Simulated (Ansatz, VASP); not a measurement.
# One calculation of Si, two programs

File INCAR:

```
SYSTEM = Si
PREC = Accurate
ENCUT = 520
EDIFF = 1E-8
ISMEAR = -1
SIGMA = 0.08
LREAL = .FALSE.
LASPH = .TRUE.
NELM = 100
ALGO = Normal
ISIF = 2
LWAVE = .FALSE.
LCHARG = .FALSE.
LEFG = .TRUE.
NBANDS = 11
```

Contents of KPOINTS:

```
Automatic mesh
0
G
  11 11 11
  0 0 0
```

The input POSCAR:

```
Si
1.0
   -0.0271547000      2.7018926500      2.7018926500
    2.7018926500     -0.0271547000      2.7018926500
    2.7018926500      2.7018926500     -0.0271547000
Si
2
Direct
    0.5000000000      0.5000000000      0.5000000000
    0.7500000000      0.7500000000      0.7500000000
```

Input for Ansatz:

```yaml
crystal:
  lattice:
    - [-0.0271547, 2.70189265, 2.70189265]
    - [2.70189265, -0.0271547, 2.70189265]
    - [2.70189265, 2.70189265, -0.0271547]
  atoms:
    - { symbol: Si, position: [0.5, 0.5, 0.5] }
    - { symbol: Si, position: [0.75, 0.75, 0.75] }
kpoints:
  mp_grid: { grid: [11, 11, 11] }
scf:
  occupations: { method: fermi_dirac, width: 0.08 }
hamiltonian:
  xc: lda
  pseudopotentials: { kind: all_electron, datasets: crystal }
output:
  forces: true
  stress: true
  eigenvalues: true
  efg: { contact_densities: true }
```

Change from the starting cell: equal xy, yz and zx shear strains of -1 %, crystal datasets.

Alike in both runs: task electric field gradients; functional LDA; k mesh 11 × 11 × 11; occupations fermi-dirac, width 0.08 eV; no spin polarisation.

```csv
,VASP,Ansatz
version,VASP 6.6.1,Ansatz 0.2.0
potentials or method,"VASP PAW LDA potentials, release 64 (Si), cutoff 520 eV","all-electron PAW with datasets made for the crystal, scalar-relativistic"
```

```csv
,VASP,Ansatz,Ansatz less VASP
pressure (GPa),-1.4,-1.5,-0.09
"traceless stress, the component that is largest in VASP (GPa)",1.03,1.02,-0.007
rms of the force components (eV/Å),0.098,0.098,-0.0002
size of Vzz on the site where it differs most (V/Å²),4.2,3.9,-0.26
```

LDA's correlation is that of Perdew and Zunger in VASP and of Perdew and Wang (1992) in Ansatz. Atom by atom the forces differ by 0.000 eV/Å (rms over components). Ansatz ran all-electron here, and VASP with PAW potentials.
